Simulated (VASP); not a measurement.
Wanted: the native input for a VASP 6.6.1 run.

| Quantity | Value |
| --- | --- |
| Task | single point |
| Functional | r2SCAN |
| Potentials or basis | VASP PAW PBE potentials, release 64 (Ru_pv) |
| Cutoff | 520 eV |
| k mesh | 24 × 24 × 12 |
| Occupations | gaussian, width 0.15 eV |
| Spin | no spin polarisation |
| Dipole correction | no |
| Further INCAR settings | ALGO = Normal; EDIFF = 1e-06; NBANDS = 21 |

Crystal: Ru.

```xyz
2
Lattice="2.6212 0.0000 0.0000 -1.3106 2.2700 0.0000 0.0000 0.0000 4.5628" Properties=species:S:1:pos:R:3 pbc="T T T"
Ru    0.0000    1.5133    1.1407
Ru    1.3106    0.7567    3.4221
```

This cell differs from its parent crystal: ratio of the length along z to the lengths across it x 1.1, volume and fractional coordinates fixed.

The input as run:

POSCAR

```
Ru
1.0
    2.6211871116      0.0000000000      0.0000000000
   -1.3105935558      2.2700146267      0.0000000000
    0.0000000000      0.0000000000      4.5628022176
Ru
2
Direct
    0.3333333333      0.6666666667      0.2500000000
    0.6666666667      0.3333333333      0.7500000000
```

INCAR.step1

```
PREC = Accurate
ENCUT = 520
ISMEAR = 0
SIGMA = 0.15
LREAL = False
LASPH = True
NELM = 80
NBANDS = 21
GGA = PE
ALGO = Normal
EDIFF = 1E-4
LWAVE = True
LCHARG = False
```

INCAR.step2

```
PREC = Accurate
ENCUT = 520
EDIFF = 1E-6
ISMEAR = 0
SIGMA = 0.15
LREAL = False
LASPH = True
NELM = 80
ALGO = Normal
ISIF = 2
LWAVE = False
LCHARG = True
METAGGA = R2SCAN
LMIXTAU = True
LELF = True
LVHAR = True
NBANDS = 21
ISTART = 1
```

KPOINTS

```
regular mesh
0
Gamma
  24 24 12
```

Potentials or basis: VASP PAW PBE potentials, release 64 (Ru_pv).

Launch:

```console
$ cat potpaw_PBE.64/Ru_pv/POTCAR > POTCAR
$ cp INCAR.step1 INCAR
$ mpirun -np 1 vasp_std > vasp.out
$ cp INCAR.step2 INCAR
$ mpirun -np 1 vasp_std > vasp.out
```

Results of the run:

The pressure is 2.0 GPa. The band gap on the k mesh is zero (bands 14 and 15 overlap by 3.03 eV).

Caveat: the stress differs along the axes, from -29 to 18 GPa; an empty level that is flat over the whole mesh can mark a ghost state of the potentials, or a narrow d or f band; the PAW data sets were made with another functional, which shifts forces and pressure a little.

Wall time 5 min on 1 thread of Intel(R) Xeon(R) 6975P-C (Granite Rapids), on a shared host, peak memory 0.3 GiB.
